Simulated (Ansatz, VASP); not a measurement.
## C in VASP and in Ansatz

```
C
1.0
     1.21885    0.70370    3.25572
    -1.21885    0.70370    3.25572
     0.00000   -1.40740    3.25572
C
2
Cartesian
  -0.0198 0.0000 1.6270
  0.0198 0.0000 8.1401
```

Change from the starting cell: mode 5 frozen in at -0.020 Å, equal normal strain along x, y and z -0.0083.

Alike in both runs: task single point; functional PBEsol; dispersion D3(BJ); k mesh 15 × 15 × 15; occupations gaussian, width 0.05 eV; no spin polarisation.

|  | VASP | Ansatz |
| --- | --- | --- |
| version | VASP 6.6.1 | Ansatz 0.2.0 |
| potentials or method | VASP PAW PBE potentials, release 64 (C), cutoff 520 eV | scalar-relativistic, plane waves, PAW |
| valence electrons in the cell | 8 | 8 |

```tsv
	VASP	Ansatz	Ansatz less VASP
gap on the k mesh at the Fermi level (eV)	0.25	0.25	-0.002
least direct gap on the mesh (eV)	0.25	0.25	-0.002
pressure (GPa)	9.6	8.8	-0.76
traceless stress, the component that is largest in VASP (GPa)	-9.30	-8.45	+0.842
rms of the force components (eV/Å)	1.354	1.351	-0.0024
```

VASP's potentials were made for PBE, not for PBEsol, and Ansatz warns of the same on its side. Atom by atom the forces differ by 0.002 eV/Å (rms over components).
